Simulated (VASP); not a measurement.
# Na3LaN2 (P-4m2) in VASP: notebook, part 2 of 2

VASP 6.6.1. The steps go on from the part before.

### Step 3. Single point, PBE

This run uses another cell than the first one, of 19.86 Å³/atom, 1.003 times its volume.

INCAR

```
SYSTEM = Na3LaN2
PREC = Accurate
ENCUT = 520
EDIFF = 1E-6
ISMEAR = 0
SIGMA = 0.1
LREAL = .False.
LASPH = .True.
NELM = 100
ALGO = Normal
ISIF = 2
LWAVE = .False.
LCHARG = .True.
GGA = PE
LELF = .True.
LVHAR = .True.
NBANDS = 30
```

KPOINTS

```
Automatic mesh
0
Gamma
  8 8 6
  0 0 0
```

POSCAR

```
Na3LaN2
1.0
    4.4600423523      0.0000000000      0.0000000000
    0.0000000000      4.4600423523      0.0000000000
    0.0000000000      0.0000000000      5.9912515424
Na La N
3 1 2
Direct
    0.5000000000      0.0000000000      0.5559665244
    0.0000000000      0.5000000000      0.4440334756
    0.5000000000      0.5000000000      0.0000000000
    0.0000000000      0.0000000000      0.0000000000
    0.5000000000      0.0000000000      0.1735144107
    0.0000000000      0.5000000000      0.8264855893
```

Potentials or basis: VASP PAW PBE potentials, release 64 (Na_pv, La, N).

Run with:

```
cat potpaw_PBE.64/Na_pv/POTCAR potpaw_PBE.64/La/POTCAR potpaw_PBE.64/N/POTCAR > POTCAR
mpirun -np 1 vasp_std > vasp.out
```

OUTCAR:

```text
SYSTEM = Na3LaN2
   PREC = Accurate
   ENCUT = 520
   EDIFF = 1E-6
   ISMEAR = 0
   LREAL = .False.
   LASPH = .True.
   NELM = 100
   ISIF = 2
   GGA = PE

 ion  position               nearest neighbor table
   1  0.500  0.000  0.556-
   2  0.000  0.500  0.444-
   3  0.500  0.500  0.000-   4 3.15   4 3.15   4 3.15   4 3.15
   4  0.000  0.000  0.000-   5 2.46   6 2.46   6 2.46   5 2.46   3 3.15   3 3.15   3 3.15   3 3.15

   5  0.500  0.000  0.174-   4 2.46   4 2.46
   6  0.000  0.500  0.826-   4 2.46   4 2.46

  LATTYP: Found a simple tetragonal cell.
 ALAT       =     4.4600423523
 C/A-ratio  =     1.3433171861

  Lattice vectors:

 A1 = (   4.4600423523,   0.0000000000,   0.0000000000)
 A2 = (   0.0000000000,   4.4600423523,   0.0000000000)
 A3 = (   0.0000000000,   0.0000000000,   5.9912515424)

Analysis of symmetry for initial positions (statically):
=====================================================================
 Subroutine PRICEL returns:
 Original cell was already a primitive cell.

 Routine SETGRP: Setting up the symmetry group for a
 simple tetragonal supercell.

 Subroutine GETGRP returns: Found  8 space group operations
 (whereof  8 operations were pure point group operations)
 out of a pool of 16 trial point group operations.

The static configuration has the point symmetry D_2d.

Analysis of symmetry for dynamics (positions and initial velocities):
=====================================================================
 Subroutine PRICEL returns:
 Original cell was already a primitive cell.

 Routine SETGRP: Setting up the symmetry group for a
 simple tetragonal supercell.

 Subroutine GETGRP returns: Found  8 space group operations
 (whereof  8 operations were pure point group operations)
 out of a pool of 16 trial point group operations.

The dynamic configuration has the point symmetry D_2d.

 Subroutine INISYM returns: Found  8 space group operations
 (whereof  8 operations are pure point group operations),
 and found     1 'primitive' translations

----------------------------------------------------------------------------------------

                                     Primitive cell

  volume of cell :     119.1778

  direct lattice vectors                    reciprocal lattice vectors
     4.460042352  0.000000000  0.000000000     0.224213118  0.000000000  0.000000000
     0.000000000  4.460042352  0.000000000     0.000000000  0.224213118  0.000000000
     0.000000000  0.000000000  5.991251542     0.000000000  0.000000000  0.166910034

  length of vectors
     4.460042352  4.460042352  5.991251542     0.224213118  0.224213118  0.166910034

  position of ions in fractional coordinates (direct lattice)
     0.500000000  0.000000000  0.555966524
     0.000000000  0.500000000  0.444033476
     0.500000000  0.500000000  0.000000000
     0.000000000  0.000000000  0.000000000
     0.500000000  0.000000000  0.173514411
     0.000000000  0.500000000  0.826485589

  ion indices of the primitive-cell ions
   primitive index   ion index
                 1           1
                 2           2
                 3           3
                 4           4
                 5           5
                 6           6

[... 29 lines left out ...]
  0.125000  0.000000  0.000000      4.000000
  0.250000  0.000000  0.000000      4.000000
  0.375000  0.000000  0.000000      4.000000
  0.500000  0.000000  0.000000      2.000000
  0.125000  0.125000  0.000000      4.000000
[... 16 lines left out ...]
  0.375000  0.125000  0.166667     16.000000
  0.500000  0.125000  0.166667      8.000000
 [... further k-points ...]
   k-points           NKPTS =     60   k-points in BZ     NKDIM =     60   number of bands    NBANDS=     30
   number of dos      NEDOS =    301   number of ions     NIONS =      6
   total plane-waves  NPLWV =  62208
   dimension x,y,z NGX =    36 NGY =   36 NGZ =   48
   dimension x,y,z NGXF=    72 NGYF=   72 NGZF=   96
   ions per type =               3   1   2
   NGX,Y,Z   is equivalent  to a cutoff of  13.42, 13.42, 13.32 a.u.
   NGXF,Y,Z  is equivalent  to a cutoff of  26.84, 26.84, 26.64 a.u.
 SYSTEM =  Na3LaN2
   PREC   = accura    normal or accurate (medium, high low for compatibility)
   ISTART =      0    job   : 0-new  1-cont  2-samecut
   ICHARG =      2    charge: 1-file 2-atom 10-const
   ISPIN  =      1    spin polarized calculation?
   LNONCOLLINEAR =      F non collinear calculations
   LSORBIT =      F    spin-orbit coupling
   LASPH  =      T    aspherical Exc in radial PAW
   ENCUT  =  520.0 eV  38.22 Ry    6.18 a.u.   8.29  8.29 11.14*2*pi/ulx,y,z
   NELM   =    100;   NELMIN=  2; NELMDL= -5     # of ELM steps
   EDIFF  = 0.1E-05   stopping-criterion for ELM
   LREAL  =      F    real-space projection
   EDIFFG = 0.1E-04   stopping-criterion for IOM
   NSW    =      0    number of steps for IOM
   IBRION =     -1    ionic relax: 0-MD 1-quasi-New 2-CG
   NFREE  =      0    steps in history (QN), initial steepest desc. (CG)
   ISIF   =      2    stress and relaxation
   ISYM   =      2    0-nonsym 1-usesym 2-fastsym
   POTIM  = 0.5000    time-step for ionic-motion
   TEBEG  =    0.0;   TEEND  =   0.0 temperature during run
   PSTRESS=    0.0 pullay stress
   NELECT =      42.0000    total number of electrons
   NUPDOWN=      -1.0000    fix difference up-down
   EMIN   =  10.00;   EMAX   =-10.00  energy-range for DOS
   EFERMI =   0.00;   METHOD = LEGACY
   ISMEAR =     0;   SIGMA  =   0.10  broadening in eV -4-tet -1-fermi 0-gaus
   EFERMI_NEDOS =   21; number of points for ismear=-14 and -15
   IALGO  =     38    algorithm
   IMIX   =      4    mixing-type and parameters
     AMIX     =   0.40;   BMIX     =  1.00
     AMIX_MAG =   1.60;   BMIX_MAG =  1.00
  volume/ion in A,a.u.               =      19.86       134.04
  Fermi-wavevector in a.u.,A,eV,Ry     =   1.156359  2.185202 18.193256  1.337167
  Thomas-Fermi vector in A             =   2.292980
   LORBIT       =      0    0 simple, 1 ext, 2 COOP (PROOUT), +10 PAW based schemes
   GGA     = PE    functional components
   LHFCALC =     F    Hartree Fock is set to
   AEXX    =    0.0000 exact exchange contribution
   IVDW    =     0    specifies the selected vdW correction
   LEPSILON=     F    determine dielectric tensor
   LRPA    =     F    only Hartree local field effects (RPA)
 non-spin polarized calculation
 Gauss-broadening in eV      SIGMA  =   0.10
  energy-cutoff  :      520.00
  volume of cell :      119.18
 maximum number of plane-waves:      3246
 NGX is ok and might be reduce to    36
   NGX = 17   NGY = 17   NGZ = 23

 number of electron      41.9999995 magnetization

 Free energy of the ion-electron system (eV)
  ---------------------------------------------------
  ext. energy  EPLUGINS =         0.00000000
  ---------------------------------------------------
  free energy    TOTEN  =       -26.63151846 eV

  energy without entropy =      -26.63076158  energy(sigma->0) =      -26.63114002

 E-fermi :   3.0894     XC(G=0):  -8.6679

 val. band max:        3.0370195225   @ k =   0.0000   0.0000   0.0000
 cond. band min:       3.2444008582   @ k =   0.0000   0.0000   0.1667
 fundamental gap:      0.2073813357
 Fermi energy:         3.0894263640

 k-point     1 :       0.0000    0.0000    0.0000
  band No.  band energies     occupation
      1     -27.8618      2.00000
      2     -21.2005      2.00000
      3     -21.2005      2.00000
      4     -21.1336      2.00000
      5     -21.1336      2.00000
      6     -21.0810      2.00000
[... 781 lines left out ...]
     29       7.2329      0.00000
     30       7.3188      0.00000

 [... further k-points ...]

------------------------ aborting loop because EDIFF is reached ----------------------------------------

  FORCE on cell =-STRESS in cart. coord.  units (eV):
  Direction    XX          YY          ZZ          XY          YZ          ZX
  --------------------------------------------------------------------------------------
  -------------------------------------------------------------------------------------
  Total       -0.0364630     -0.0364630      0.0301987      0.0000000      0.0000000     -0.0000000
  in kB       -0.4901940     -0.4901940      0.4059781      0.0000000      0.0000000     -0.0000000
  external PRESSURE =      -0.1914700 kB  Pullay stress =       0.0000000 kB

 VOLUME and BASIS-vectors are now :
 -----------------------------------------------------------------------------
  energy-cutoff  :      520.00
  volume of cell :      119.18
      direct lattice vectors                 reciprocal lattice vectors
     4.460042352  0.000000000  0.000000000     0.224213118  0.000000000  0.000000000
     0.000000000  4.460042352  0.000000000     0.000000000  0.224213118  0.000000000
     0.000000000  0.000000000  5.991251542     0.000000000  0.000000000  0.166910034

 POSITION                                       TOTAL-FORCE (eV/Angst)
 -----------------------------------------------------------------------------------
      2.23002      0.00000      3.33094         0.000000      0.000000      0.010362
      0.00000      2.23002      2.66032         0.000000      0.000000     -0.010362
      2.23002      2.23002      0.00000         0.000000     -0.000000      0.000000
      0.00000      0.00000      0.00000         0.000000      0.000000      0.000000
      2.23002      0.00000      1.03957        -0.000000      0.000000     -0.016110
      0.00000      2.23002      4.95168         0.000000      0.000000      0.016110
 -----------------------------------------------------------------------------------
    total drift:                                0.000000      0.000000      0.000000

  FREE ENERGIE OF THE ION-ELECTRON SYSTEM (eV)
  ---------------------------------------------------
  free  energy   TOTEN  =       -26.6315184640 eV

  energy  without entropy=      -26.6307615773  energy(sigma->0) =      -26.63114002
```

Run time: 4.6 min. Hardware: 1 thread of Intel Xeon Platinum 8488C (Sapphire Rapids), shared host; peak memory 0.39 GiB.

Results:

- Free energy: -26.6315 eV
- Pressure: 0.0 GPa
- Largest force: 0.016 eV/Å

Forces in eV/Å, atoms in the order of the input:
```
Na   0.000  0.000  0.010
Na   0.000  0.000 -0.010
Na   0.000  0.000  0.000
La   0.000  0.000  0.000
N    0.000  0.000 -0.016
N    0.000  0.000  0.016
```

Stress tensor (GPa, compression positive):
```
-0.05  0.00  0.00
 0.00 -0.05  0.00
 0.00  0.00  0.04
```

Caveat: spin-orbit coupling is left out, which moves the levels of the heavy elements.

### Step 4. Relaxation of cell and atoms, PBE

This run uses another cell than the first one, of 17.17 Å³/atom, 0.867 times its volume.

INCAR

```
SYSTEM = Na3LaN2
ALGO = Normal
EDIFF = 1E-7
EDIFFG = -0.04
ENCUT = 600
GGA = PE
IBRION = 2
ISIF = 3
ISMEAR = 0
LASPH = .True.
LCHARG = .False.
LREAL = .False.
LWAVE = .False.
NELM = 60
NSW = 90
PREC = Accurate
SIGMA = 0.1
```

KPOINTS

```
k-points
0
Gamma
  6 6 2
  0 0 0
```

POSCAR

```
Na3LaN2
1.0
    3.6191343500      0.0000000000      0.0000000000
    0.0000000000      3.6191343500      0.0000000000
    0.0000000000      0.0000000000      7.8636684700
Na La N
3 1 2
Direct
    0.5000000000      0.0000000000      0.6250519800
    0.0000000000      0.5000000000      0.3749480200
    0.5000000000      0.5000000000      0.0000000000
    0.0000000000      0.0000000000      0.0000000000
    0.5000000000      0.0000000000      0.2626059900
    0.0000000000      0.5000000000      0.7373940100
```

Run with:

```
cat potpaw_PBE.64/Na_pv/POTCAR potpaw_PBE.64/La/POTCAR potpaw_PBE.64/N/POTCAR > POTCAR
mpirun -np 1 vasp_std > vasp.out
```

Run time: 26 min. Hardware: 1 thread of Intel Xeon Platinum 8488C (Sapphire Rapids), shared host; peak memory 0.27 GiB.

It converged, with:

```yaml
Free_energy: -26.5858 eV
Relaxed_volume: 19.64 Å³/atom
Relaxed_cell: a = 4.401 Å, b = 4.401 Å, c = 6.084 Å, α = 90.00°, β = 90.00°, γ = 90.00°
Space_group_after_relaxing_to_0.05_Å: P-4m2 (No. 115)
Energy_gained_by_relaxing: 879.7 meV/atom
Ionic_steps: 22
Pressure_after_relaxing: 0.0 GPa
Largest_force_after_relaxing: 0.037 eV/Å
```

Forces on the atoms (eV/Å):
```
Na   0.000  0.000  0.030
Na   0.000  0.000 -0.030
Na   0.000  0.000  0.000
La   0.000  0.000  0.000
N    0.000  0.000 -0.037
N    0.000  0.000  0.037
```

Stress tensor (GPa, compression positive):
```
 0.15  0.00  0.00
 0.00  0.15  0.00
 0.00  0.00 -0.21
```

The path:
```csv
step,energy change (eV),largest force (eV/Å),pressure (GPa),volume (Å³)
1,0.0000,3.2190,1.81,103.00
2,-3.5201,2.1480,0.25,104.25
3,-4.4238,1.2541,2.05,103.16
4,-4.1264,1.7559,9.33,95.82
5,-4.4268,1.2998,6.59,98.49
6,-4.8530,0.7845,-1.28,112.32
7,-4.8550,0.7967,-1.68,113.31
8,-5.0061,0.7079,0.18,111.90
9,-5.0379,0.6436,1.61,110.97
10,-5.1475,0.4395,0.37,114.57
11,-5.2164,0.2090,-1.08,120.01
12,-5.2183,0.1783,-1.29,120.97
13,-5.2462,0.2437,0.90,117.98
14,-5.2483,0.2334,0.43,118.59
15,-5.2635,0.1088,0.04,119.51
16,-5.2671,0.1389,-0.25,120.19
17,-5.2711,0.1041,0.14,119.28
18,-5.2711,0.0916,0.10,119.38
19,-5.2745,0.0625,-0.15,119.41
20,-5.2755,0.0337,-0.41,119.43
21,-5.2775,0.0322,-0.17,118.56
22,-5.2780,0.0368,0.03,117.81
```

Final structure:
```
Na La N
1.0
     4.40058    0.00000    0.00000
     0.00000    4.40058    0.00000
     0.00000    0.00000    6.08370
Na La N
3 1 2
Direct
  0.50000 0.00000 0.55585
  0.00000 0.50000 0.44415
  0.50000 0.50000 0.00000
  0.00000 0.00000 0.00000
  0.50000 0.00000 0.17866
  0.00000 0.50000 0.82134
```

Levels at points of the mesh, in eV from the Fermi level:
| k point | band 19 | band 20 | band 21 | band 22 | band 23 | band 24 |
| --- | --- | --- | --- | --- | --- | --- |
| (0.00, 0.00, 0.00) | -1.16 | -0.15 | -0.15 | -0.01 | 3.18 | 3.69 |
| (0.50, 0.00, 0.00) | -0.90 | -0.80 | -0.68 | 1.11 | 2.26 | 3.43 |
| (0.50, 0.50, 0.00) | -0.62 | -0.49 | -0.49 | 1.76 | 1.76 | 1.87 |
| (0.00, 0.00, 0.50) | -1.23 | -0.06 | -0.06 | 1.57 | 1.64 | 3.34 |
| (0.50, 0.00, 0.50) | -0.89 | -0.83 | -0.59 | 2.02 | 2.30 | 2.91 |
| (0.50, 0.50, 0.50) | -0.85 | -0.63 | -0.63 | 2.14 | 2.14 | 2.44 |

Caveat: the k points lie up to 0.52 Å⁻¹ apart in the final cell; spin-orbit coupling is left out, which moves the levels of the heavy elements.

### Step 5. Relaxation of cell and atoms, PBE

INCAR

```
SYSTEM = Na3LaN2
PREC = Accurate ; ENCUT = 600
EDIFF = 1E-6 ; ISMEAR = 0
SIGMA = 0.1 ; LREAL = .FALSE.
LASPH = .TRUE. ; NELM = 80
ALGO = Normal ; ISIF = 3
LWAVE = .FALSE. ; LCHARG = .FALSE.
GGA = PE ; IBRION = 2
NSW = 90 ; EDIFFG = -0.04
```

KPOINTS

```
regular mesh
0
G
  4 4 4
  0 0 0
```

POSCAR

```
Na3LaN2
1.0
    4.4448301179      0.0000000000      0.0000000000
    0.0000000000      4.4448301179      0.0000000000
    0.0000000000      0.0000000000      6.0135578816
Na La N
3 1 2
Direct
    0.5000000000      0.0000000000      0.5557360928
    0.0000000000      0.5000000000      0.4442639072
    0.5000000000      0.5000000000      0.0000000000
    0.0000000000      0.0000000000      0.0000000000
    0.5000000000      0.0000000000      0.1747554884
    0.0000000000      0.5000000000      0.8252445116
```

Run with:

```
cat potpaw_PBE.64/Na_pv/POTCAR potpaw_PBE.64/La/POTCAR potpaw_PBE.64/N/POTCAR > POTCAR
mpirun -np 1 vasp_std > vasp.out
```

It took 92 s on 1 thread of Intel Xeon Platinum 8488C (Sapphire Rapids), shared host; peak memory 0.28 GiB.

It converged, with:

* Free energy: -26.6298 eV
* Pressure after relaxing: 0.1 GPa
* Largest force after relaxing: 0.039 eV/Å

Forces on the atoms (eV/Å):
```
Na   0.000  0.000  0.020
Na   0.000  0.000 -0.020
Na   0.000  0.000  0.000
La   0.000  0.000  0.000
N    0.000  0.000 -0.039
N    0.000  0.000  0.039
```

Stress tensor (GPa, compression positive):
```
 0.17  0.00  0.00
 0.00  0.17  0.00
 0.00  0.00 -0.08
```

Final structure:
```yaml
crystal:
  lattice:
    - [4.44483, 0.00000, 0.00000]
    - [0.00000, 4.44483, 0.00000]
    - [0.00000, 0.00000, 6.01356]
  atoms:
    - { symbol: Na, position: [0.50000, 0.00000, 0.55574] }
    - { symbol: Na, position: [0.00000, 0.50000, 0.44426] }
    - { symbol: Na, position: [0.50000, 0.50000, 0.00000] }
    - { symbol: La, position: [0.00000, 0.00000, 0.00000] }
    - { symbol: N, position: [0.50000, 0.00000, 0.17476] }
    - { symbol: N, position: [0.00000, 0.50000, 0.82524] }
```

Levels at points of the mesh, in eV from the Fermi level:
| k point | band 19 | band 20 | band 21 | band 22 | band 23 | band 24 |
| --- | --- | --- | --- | --- | --- | --- |
| (0.00, 0.00, 0.00) | -1.11 | -0.16 | -0.16 | -0.03 | 3.24 | 3.68 |
| (0.50, 0.00, 0.00) | -0.90 | -0.77 | -0.70 | 1.01 | 2.20 | 3.43 |
| (0.50, 0.50, 0.00) | -0.56 | -0.51 | -0.51 | 1.72 | 1.75 | 1.75 |
| (0.00, 0.00, 0.50) | -1.20 | -0.07 | -0.07 | 1.61 | 1.64 | 3.38 |
| (0.50, 0.00, 0.50) | -0.89 | -0.80 | -0.58 | 1.97 | 2.25 | 2.91 |
| (0.50, 0.50, 0.50) | -0.90 | -0.69 | -0.69 | 2.19 | 2.19 | 2.37 |

Caveat: the relaxation stopped at its first step, so nothing moved; spin-orbit coupling is left out, which moves the levels of the heavy elements.

### Step 6. Overview

| task | cell | k mesh | cutoff (eV) | pressure (GPa) | largest force (eV/Å) |
| --- | --- | --- | --- | --- | --- |
| single point | a = 4.445, b = 4.445, c = 6.014 Å, 6 atoms | 6 × 6 × 2 | 520 | 0.1 | 0.02 |
| single point | a = 4.460, b = 4.460, c = 5.991 Å, 6 atoms | 8 × 8 × 6 | 520 | 0.0 | 0.02 |
| relaxation of cell and atoms | relaxed from a = 3.619, b = 3.619, c = 7.864 Å, 6 atoms | 6 × 6 × 2 | 600 | 0.0 | 0.04 |
| relaxation of cell and atoms | relaxed from a = 4.445, b = 4.445, c = 6.014 Å, 6 atoms | 4 × 4 × 4 | 600 | 0.1 | 0.04 |

Alike in all rows: level PBE; potentials or basis VASP PAW PBE potentials, release 64 (Na_pv, La, N); no spin polarisation; smearing gaussian 0.1 eV.

Caveats: some runs use coarse meshes; spin-orbit coupling is left out, which moves the levels of the heavy elements; the relaxation stopped at its first step, so nothing moved (some runs).

Absolute energies hang on the potentials; compare differences alone.
